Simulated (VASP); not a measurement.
SnTe: single point with PBE

Crystal: SnTe.

```
Te Sn
1.0
     0.01575    3.15085    3.15085
     3.15085    0.01575    3.15085
     3.16660    3.16660    0.00000
Te Sn
1 1
Direct
  0.50000 0.50000 0.50000
  0.00000 0.00000 0.00000
```

```yaml
Program: VASP 6.6.1
Task: single point
Functional: PBE
Potentials_or_basis: VASP PAW PBE potentials, release 64 (Te, Sn_d)
Cutoff: 520 eV
k_mesh: 6 × 6 × 6
Occupations: fermi-dirac, width 0.05 eV
Spin: no spin polarisation
```

The pressure is 2.2 GPa. The band gap on the k mesh is 0.04 eV (least direct gap 0.10 eV).

Stress tensor (GPa, compression positive):
```
 2.23 -0.07  0.00
-0.07  2.23  0.00
 0.00  0.00  2.23
```

Levels at points of the mesh, in eV from the valence-band top:
```
           k point  band 7  band 8  band 9  band 10  band 11  band 12  band 13  band 14
(0.00, 0.00, 0.00)   -4.71   -2.23   -2.18    -2.13     3.30     3.31     3.33     4.65
(0.50, 0.00, 0.00)   -8.36   -1.87   -1.85    -0.05     0.04     0.29     0.33     7.76
(0.50, 0.50, 0.00)   -6.51   -5.61   -3.83    -3.73     2.14     4.87     4.91     6.36
(0.00, 0.00, 0.50)   -8.39   -1.84   -1.81     0.00     0.10     0.34     0.37     7.72
(0.50, 0.00, 0.50)   -6.51   -5.61   -3.78    -3.78     2.14     4.89     4.89     6.35
```

It took 99 s on 1 thread of Intel Xeon 8259CL (shared host), peak memory 0.23 GiB.

Caveat: spin-orbit coupling is left out, which moves the levels of the heavy elements. A k mesh can miss the band edges.
